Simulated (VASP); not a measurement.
Write the native input for VASP 6.6.1 that does the following.

| Quantity | Value |
| --- | --- |
| Task | single point |
| Functional | PBE |
| Potentials or basis | VASP PAW PBE potentials, release 64 (Ti_sv) |
| Cutoff | 520 eV |
| k mesh | 20 × 20 × 20 |
| Occupations | gaussian, width 0.15 eV |
| Spin | no spin polarisation |
| Dipole correction | no |
| Further INCAR settings | ALGO = Fast; EDIFF = 1e-06; NBANDS = 12 |

The structure of Ti lies in POSCAR:

```
Ti
1.0
   -1.6872708295      1.6872708295      1.7089995379
    1.6872708295     -1.6872708295      1.7089995379
    1.5679663855      1.5679663855     -1.7089995379
Ti
1
Direct
    0.0000000000      0.0000000000      0.0000000000
```

This cell differs from its parent crystal: engineering shear strain xy -0.0733, normal strain along z +0.0500.

The input as run:

INCAR

```
PREC = Accurate
ENCUT = 520
EDIFF = 1E-6
ISMEAR = 0
SIGMA = 0.15
LREAL = F
LASPH = T
NELM = 100
ALGO = Fast
ISIF = 2
LWAVE = F
LCHARG = F
GGA = PE
NBANDS = 12
```

KPOINTS

```
regular mesh
0
Gamma
  20 20 20
```

Potentials or basis: VASP PAW PBE potentials, release 64 (Ti_sv).

Run with:

```bash
$ cat potpaw_PBE.64/Ti_sv/POTCAR > POTCAR
$ mpirun -np 1 vasp_std > vasp.out
```

Results of the run:

* Pressure: -4.8 GPa
* Band gap on the k mesh: zero (bands 6 and 7 overlap by 1.38 eV)

Caveat: the cell differs from its parent crystal (engineering shear strain xy -0.0733, normal strain along z +0.0500); the cell stands under tension.

It took 8.6 min on 1 thread of Intel Xeon 8259CL, on a shared host, peak memory 0.35 GiB.
